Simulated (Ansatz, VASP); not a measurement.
# GeMo: VASP beside Ansatz

POSCAR

```
GeMo
1.0
    0.0000000000      2.4871164381      2.4871164381
    2.4871164381      0.0000000000      2.4871164381
    2.4871164381      2.4871164381      0.0000000000
Mo Ge
1 1
Direct
    0.0000000000      0.0000000000      0.0000000000
    0.5000000000      0.5000000000      0.5000000000
```

The input INCAR.step1:

```
SYSTEM = GeMo
  ALGO = Normal
  EDIFF = 1E-4
  ENCUT = 520
  GGA = PE
  ISMEAR = -1
  LASPH = .TRUE.
  LCHARG = .FALSE.
  LREAL = .FALSE.
  LWAVE = .TRUE.
  NBANDS = 21
  NELM = 80
  PREC = Accurate
  SIGMA = 0.08
```

File INCAR.step2:

```
SYSTEM = GeMo
  ALGO = Normal
  EDIFF = 1E-7
  ENCUT = 520
  ISIF = 2
  ISMEAR = -1
  ISTART = 1
  LASPH = .TRUE.
  LCHARG = .FALSE.
  LMIXTAU = .TRUE.
  LREAL = .FALSE.
  LWAVE = .FALSE.
  METAGGA = R2SCAN
  NBANDS = 21
  NELM = 80
  PREC = Accurate
  SIGMA = 0.08
```

The input KPOINTS:

```
k-points
0
G
  14 14 14
  0 0 0
```

Input for Ansatz:

```yaml
crystal:
  lattice:
    - [0.0, 2.4871164381, 2.4871164381]
    - [2.4871164381, 0.0, 2.4871164381]
    - [2.4871164381, 2.4871164381, 0.0]
  atoms:
    - { symbol: Mo, position: [0.0, 0.0, 0.0] }
    - { symbol: Ge, position: [0.5, 0.5, 0.5] }
kpoints:
  mp_grid: { grid: [14, 14, 14] }
  band_path:
    path:
      - [0.0, 0.0, 0.0]
      - [0.5, 0.0, 0.5]
      - [0.625, 0.25, 0.625]
      - [0.375, 0.375, 0.75]
      - [0.0, 0.0, 0.0]
      - [0.5, 0.5, 0.5]
      - [0.5, 0.25, 0.75]
      - [0.5, 0.0, 0.5]
    npoints: 8
scf:
  occupations: { method: fermi_dirac, width: 0.08 }
hamiltonian:
  xc: r2scan
  pseudopotentials: { kind: paw }
output:
  forces: true
  stress: true
  eigenvalues: true
  populations: true
  dos: { projected: true, de: 0.2, e_range: [-14, 8] }
```

Change from the starting cell: volume scaled by 0.92, PAW files.

Alike in both runs: task single point; functional r2SCAN; k mesh 14 × 14 × 14; occupations fermi-dirac, width 0.08 eV; no spin polarisation.

|  | VASP | Ansatz |
| --- | --- | --- |
| version | VASP 6.6.1 | Ansatz 0.2.0 |
| potentials or method | VASP PAW PBE potentials, release 64 (Mo_sv, Ge_d) | PAW with Ansatz's default frozen-core files, scalar-relativistic |
| plane-wave cutoff (eV) | 520 | 500 |
| valence electrons in the cell | 28 | 28 |

```csv
,VASP,Ansatz,Ansatz less VASP
pressure (GPa),17.2,16.8,-0.43
```

VASP's potentials were made for PBE, not for r2SCAN.
